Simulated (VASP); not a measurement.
# AlN (zincblende type) (F-43m) in VASP: notebook

The runs below take AlN (zincblende type) through relaxation of cell and atoms, with PBE.

Everything below comes from runs of VASP 6.6.1. Logs are shortened: lines on timing, memory, paths and dates and some standing lists are left out, and cuts for length are marked.

**1. The cell of the first run**

It takes space group F-43m (No. 216, cubic). The conventional cell has a = 4.049 Å, b = 4.049 Å, c = 4.049 Å, α = 90.00°, β = 90.00°, γ = 90.00°. Within 2.3 Å of Al (site symmetry -43m) lie 4 N at 1.75 Å. N (site symmetry -43m) has 4 Al at 1.75 Å within 2.3 Å.

**2. Relaxation of cell and atoms, PBE, target pressure 51 GPa, at which the enthalpy is minimised**

INCAR

```
PREC = Accurate
ENCUT = 600
EDIFF = 1E-6
ISMEAR = -1
SIGMA = 0.1
LREAL = F
LASPH = T
NELM = 80
ALGO = Normal
ISIF = 3
LWAVE = F
LCHARG = F
GGA = PE
IBRION = 2
NSW = 60
EDIFFG = -0.005
PSTRESS = 510.0
```

KPOINTS

```
Automatic mesh
0
Gamma
  16 16 16
```

POSCAR

```
AlN
1.0
    0.0000000000      2.0244340006      2.0244340006
    2.0244340006      0.0000000000      2.0244340006
    2.0244340006      2.0244340006      0.0000000000
Al N
1 1
Direct
    0.0000000000      0.0000000000      0.0000000000
    0.2500000000      0.2500000000      0.2500000000
```

Potentials or basis: VASP PAW PBE potentials, release 64 (Al, N).

On the command line:

```sh
> cat potpaw_PBE.64/Al/POTCAR potpaw_PBE.64/N/POTCAR > POTCAR
> mpirun -np 1 vasp_std > vasp.out
```

OUTCAR:

```text
PREC = Accurate
   ENCUT = 600
   EDIFF = 1E-6
   ISMEAR = -1
   LREAL = F
   LASPH = T
   NELM = 80
   ISIF = 3
   GGA = PE
   IBRION = 2
   NSW = 60
   EDIFFG = -0.005
   PSTRESS = 510.0

 ion  position               nearest neighbor table
   1  0.000  0.000  0.000-   2 1.75   2 1.75   2 1.75   2 1.75
   2  0.250  0.250  0.250-   1 1.75   1 1.75   1 1.75   1 1.75

  LATTYP: Found a face centered cubic cell.
 ALAT       =     4.0488680012

  Lattice vectors:

 A1 = (   0.0000000000,   2.0244340006,   2.0244340006)
 A2 = (   2.0244340006,   0.0000000000,   2.0244340006)
 A3 = (   2.0244340006,   2.0244340006,   0.0000000000)

Analysis of symmetry for initial positions (statically):
=====================================================================
 Subroutine PRICEL returns:
 Original cell was already a primitive cell.

 Routine SETGRP: Setting up the symmetry group for a
 face centered cubic supercell.

 Subroutine GETGRP returns: Found 24 space group operations
 (whereof 24 operations were pure point group operations)
 out of a pool of 48 trial point group operations.

The static configuration has the point symmetry T_d .

Analysis of symmetry for dynamics (positions and initial velocities):
=====================================================================
 Subroutine PRICEL returns:
 Original cell was already a primitive cell.

 Routine SETGRP: Setting up the symmetry group for a
 face centered cubic supercell.

 Subroutine GETGRP returns: Found 24 space group operations
 (whereof 24 operations were pure point group operations)
 out of a pool of 48 trial point group operations.

The dynamic configuration has the point symmetry T_d .

 Subroutine INISYM returns: Found 24 space group operations
 (whereof 24 operations are pure point group operations),
 and found     1 'primitive' translations

----------------------------------------------------------------------------------------

                                     Primitive cell

  volume of cell :      16.5936

  direct lattice vectors                    reciprocal lattice vectors
     0.000000000  2.024434001  2.024434001    -0.246982613  0.246982613  0.246982613
     2.024434001  0.000000000  2.024434001     0.246982613 -0.246982613  0.246982613
     2.024434001  2.024434001  0.000000000     0.246982613  0.246982613 -0.246982613

  length of vectors
     2.862982020  2.862982020  2.862982020     0.427786435  0.427786435  0.427786435

  position of ions in fractional coordinates (direct lattice)
     0.000000000  0.000000000  0.000000000
     0.250000000  0.250000000  0.250000000

  ion indices of the primitive-cell ions
   primitive index   ion index
                 1           1
                 2           2

[... 69 lines left out ...]
   ENCUT  =  600.0 eV  44.10 Ry    6.64 a.u.   5.72  5.72  5.72*2*pi/ulx,y,z
   NELM   =     80;   NELMIN=  2; NELMDL= -5     # of ELM steps
   EDIFF  = 0.1E-05   stopping-criterion for ELM
   LREAL  =      F    real-space projection
   EDIFFG = -.5E-02   stopping-criterion for IOM
   NSW    =     60    number of steps for IOM
   IBRION =      2    ionic relax: 0-MD 1-quasi-New 2-CG
   NFREE  =      1    steps in history (QN), initial steepest desc. (CG)
   ISIF   =      3    stress and relaxation
   ISYM   =      2    0-nonsym 1-usesym 2-fastsym
   POTIM  = 0.5000    time-step for ionic-motion
   TEBEG  =    0.0;   TEEND  =   0.0 temperature during run
   PSTRESS=  510.0 pullay stress
   NELECT =       8.0000    total number of electrons
   NUPDOWN=      -1.0000    fix difference up-down
   EMIN   =  10.00;   EMAX   =-10.00  energy-range for DOS
   EFERMI =   0.00;   METHOD = LEGACY
   ISMEAR =    -1;   SIGMA  =   0.10  broadening in eV -4-tet -1-fermi 0-gaus
   EFERMI_NEDOS =   21; number of points for ismear=-14 and -15
   IALGO  =     38    algorithm
   IMIX   =      4    mixing-type and parameters
     AMIX     =   0.40;   BMIX     =  1.00
     AMIX_MAG =   1.60;   BMIX_MAG =  1.00
  volume/ion in A,a.u.               =       8.30        55.99
  Fermi-wavevector in a.u.,A,eV,Ry     =   1.283683  2.425810 22.420261  1.647843
  Thomas-Fermi vector in A             =   2.415922
   LORBIT       =      0    0 simple, 1 ext, 2 COOP (PROOUT), +10 PAW based schemes
   GGA     = PE    functional components
   LHFCALC =     F    Hartree Fock is set to
   AEXX    =    0.0000 exact exchange contribution
   IVDW    =     0    specifies the selected vdW correction
   LEPSILON=     F    determine dielectric tensor
   LRPA    =     F    only Hartree local field effects (RPA)
 conjugate gradient relaxation of ions
 non-spin polarized calculation
  energy-cutoff  :      600.00
  volume of cell :       16.59
 maximum number of plane-waves:       568
   NGX = 11   NGY = 11   NGZ = 11

--------------------------------------- Ionic step        1  -------------------------------------------

 number of electron       7.9999999 magnetization

 Free energy of the ion-electron system (eV)
  ---------------------------------------------------
  ext. energy  EPLUGINS =         0.00000000
  ---------------------------------------------------
  free energy    TOTEN  =       -13.89720747 eV

  energy without entropy =      -13.89720747  energy(sigma->0) =      -13.89720747

 E-fermi :  10.2028     XC(G=0): -11.9680

 val. band max:        8.3381451986   @ k =  -0.0625   0.0625   0.0000
 cond. band min:      11.7297944466   @ k =   0.5000   0.5000   0.0000
 fundamental gap:      3.3916492480
 Fermi energy:        10.2028203700

 k-point     1 :       0.0000    0.0000    0.0000
  band No.  band energies     occupation
      1      -8.0823      2.00000
      2       8.3308      2.00000
      3       8.3308      2.00000
      4       8.3308      2.00000
      5      14.7064      0.00000
      6      23.3218      0.00000
      7      23.3218      0.00000
      8      23.3218      0.00000
[... 362 lines left out ...]
  energy  without entropy=      -14.3712535381  energy(sigma->0) =      -14.37125354

  enthalpy is  TOTEN    =        -8.7094548868 eV   P V=        5.6617986537

[... ionic steps 4 to 13 ...]

--------------------------------------- Ionic step       14  -------------------------------------------

 number of electron       8.0000002 magnetization

------------------------ aborting loop because EDIFF is reached ----------------------------------------
[... 71 lines left out ...]
--------------------------------------- Ionic step       16  -------------------------------------------

 number of electron       8.0000002 magnetization

 Free energy of the ion-electron system (eV)
  ---------------------------------------------------
  ext. energy  EPLUGINS =         0.00000000
  ---------------------------------------------------
  free energy    TOTEN  =       -14.35409606 eV

  energy without entropy =      -14.35409606  energy(sigma->0) =      -14.35409606

 E-fermi :   9.4532     XC(G=0): -11.6577

 val. band max:        7.6004232471   @ k =  -0.0625   0.0625   0.0000
 cond. band min:      10.9799479097   @ k =   0.5000   0.5000   0.0000
 fundamental gap:      3.3795246627
 Fermi energy:         9.4531854370

 k-point     1 :       0.0000    0.0000    0.0000
  band No.  band energies     occupation
      1      -8.3765      2.00000
      2       7.5964      2.00000
      3       7.5964      2.00000
      4       7.5964      2.00000
      5      13.3017      0.00000
      6      21.8418      0.00000
      7      21.8418      0.00000
      8      21.8418      0.00000
[... 286 lines left out ...]
  energy  without entropy=      -14.3540960590  energy(sigma->0) =      -14.35409606

  enthalpy is  TOTEN    =        -8.7096465593 eV   P V=        5.6444495021

 reached required accuracy - stopping structural energy minimisation
```

OSZICAR:

```text
N       E                     dE             d eps       ncg     rms          rms(c)
DAV:   1     0.160049712744E+02    0.16005E+02   -0.47064E+03  2368   0.974E+02
DAV:   2    -0.163216048878E+02   -0.32327E+02   -0.31130E+02  3104   0.183E+02
DAV:   3    -0.168345715291E+02   -0.51297E+00   -0.51297E+00  2744   0.280E+01
DAV:   4    -0.168358457992E+02   -0.12743E-02   -0.12743E-02  3536   0.129E+00
[... 76 lines left out ...]
DAV:   2    -0.143517935885E+02    0.96758E-06   -0.38639E-06  1672   0.148E-02
  15 F= -.87096426E+01 E0= -.87096426E+01  d E =-.108854E-04
       N       E                     dE             d eps       ncg     rms          rms(c)
DAV:   1    -0.143540997837E+02   -0.23052E-02   -0.84469E-05  2384   0.875E-02    0.128E-02
DAV:   2    -0.143540962016E+02    0.35820E-05   -0.15923E-05  2512   0.298E-02    0.366E-03
DAV:   3    -0.143540960614E+02    0.14018E-06   -0.40594E-07  1176   0.626E-03
  16 F= -.87096466E+01 E0= -.87096466E+01  d E =-.148830E-04
```

CONTCAR:

```text
AlN
   1.00000000000000
    -0.0000000000000000    2.0697155736436827    2.0697155736436827
     2.0697155736436827   -0.0000000000000000    2.0697155736436827
     2.0697155736436827    2.0697155736436827   -0.0000000000000000
  Al              N
     1     1
Direct
     0.0000000000000000    0.0000000000000000    0.0000000000000000
     0.2500000000000000    0.2500000000000000    0.2500000000000000

  0.00000000E+00  0.00000000E+00  0.00000000E+00
  0.00000000E+00  0.00000000E+00  0.00000000E+00
```

It took 1.9 min on 1 thread of Intel Xeon 8259CL, shared host; peak memory 0.15 GiB.

What came out:

```yaml
Free_energy: -14.3541 eV
Relaxed_volume: 8.87 Å³/atom
Relaxed_cell: a = 2.927 Å, b = 2.927 Å, c = 2.927 Å, α = 60.00°, β = 60.00°, γ = 60.00°
Space_group_after_relaxing_to_0.1_Å: F-43m (No. 216)
Energy_change_on_relaxing_the_run_minimises_the_enthalpy: -228.4 meV/atom
Ionic_steps: 16
Pressure_after_relaxing: 51.0 GPa
Band_gap_on_the_k_mesh: 3.38 eV (least direct gap 5.32 eV)
```

Step by step:
```
step  energy change (eV)  largest force (eV/Å)  pressure (GPa)  volume (Å³)
   1              0.0000                0.0000           78.90        16.59
   2             -0.9166                0.0000           10.27        20.31
   3             -0.4740                0.0000           49.93        17.79
   4             -0.4589                0.0000           50.88        17.74
   5             -0.4514                0.0000           51.38        17.72
   6             -0.4516                0.0000           51.37        17.72
   7             -0.4523                0.0000           51.34        17.72
   8             -0.4523                0.0000           51.32        17.72
   9             -0.4523                0.0000           51.32        17.72
  10             -0.4523                0.0000           51.32        17.72
  11             -0.4524                0.0000           51.32        17.72
  12             -0.4526                0.0000           51.31        17.72
  13             -0.4529                0.0000           51.29        17.72
  14             -0.4534                0.0000           51.26        17.72
  15             -0.4546                0.0000           51.19        17.72
  16             -0.4569                0.0000           51.02        17.73
```

Final structure:
```
Al N
1.0
     0.00000    2.06972    2.06972
     2.06972    0.00000    2.06972
     2.06972    2.06972    0.00000
Al N
1 1
Direct
  0.00000 0.00000 0.00000
  0.25000 0.25000 0.25000
```

Caveat: the cell is relaxed towards a set pressure, so the run minimises the enthalpy, not the energy.

**3. Relaxation of cell and atoms, PBE, target pressure 51 GPa, at which the enthalpy is minimised**

This run uses another cell than the first one, of 8.87 Å³/atom.

INCAR

```
SYSTEM = AlN
ALGO = Normal ; EDIFF = 1E-6
EDIFFG = -0.005 ; ENCUT = 600
GGA = PE ; IBRION = 2
ISIF = 3 ; ISMEAR = -1
LASPH = .True. ; LCHARG = .False.
LREAL = .False. ; LWAVE = .False.
NELM = 60 ; NSW = 32
PREC = Accurate ; PSTRESS = 510.0
SIGMA = 0.1
```

KPOINTS

```
k-points
0
Gamma
  16 16 16
  0 0 0
```

POSCAR

```
AlN
1.0
    0.0000000000      2.0697843623      2.0697843623
    2.0697843623      0.0000000000      2.0697843623
    2.0697843623      2.0697843623      0.0000000000
Al N
1 1
Direct
    0.0000000000      0.0000000000      0.0000000000
    0.2500000000      0.2500000000      0.2500000000
```

Potentials or basis: VASP PAW PBE potentials, release 64 (Al, N).

On the command line:

```sh
> cat potpaw_PBE.64/Al/POTCAR potpaw_PBE.64/N/POTCAR > POTCAR
> mpirun -np 1 vasp_std > vasp.out
```

It took 20 s on 1 thread of Intel Xeon 8259CL, shared host; peak memory 0.15 GiB.

The run converged. Its results:

| Property | Result |
| --- | --- |
| Free energy | -14.3562 eV |
| Pressure after relaxing | 50.9 GPa |
| Band gap on the k mesh | 3.38 eV (least direct gap 5.32 eV) |

Final structure:
```yaml
crystal:
  lattice:
    - [0.00000, 2.06978, 2.06978]
    - [2.06978, 0.00000, 2.06978]
    - [2.06978, 2.06978, 0.00000]
  atoms:
    - { symbol: Al, position: [0.00000, 0.00000, 0.00000] }
    - { symbol: N, position: [0.25000, 0.25000, 0.25000] }
```

Levels at points of the mesh, in eV from the valence-band top:
```csv
k point,band 2,band 3,band 4,band 5,band 6,band 7
"(0.00, 0.00, 0.00)",0.00,0.00,0.00,5.70,14.24,14.24
"(0.50, 0.00, 0.00)",-6.57,-0.49,-0.49,8.89,11.00,12.18
"(0.50, 0.50, 0.00)",-5.44,-1.94,-1.94,3.38,9.60,16.35
```

Caveat: the relaxation stopped at its first step, so nothing moved; the cell is relaxed towards a set pressure, so the run minimises the enthalpy, not the energy.
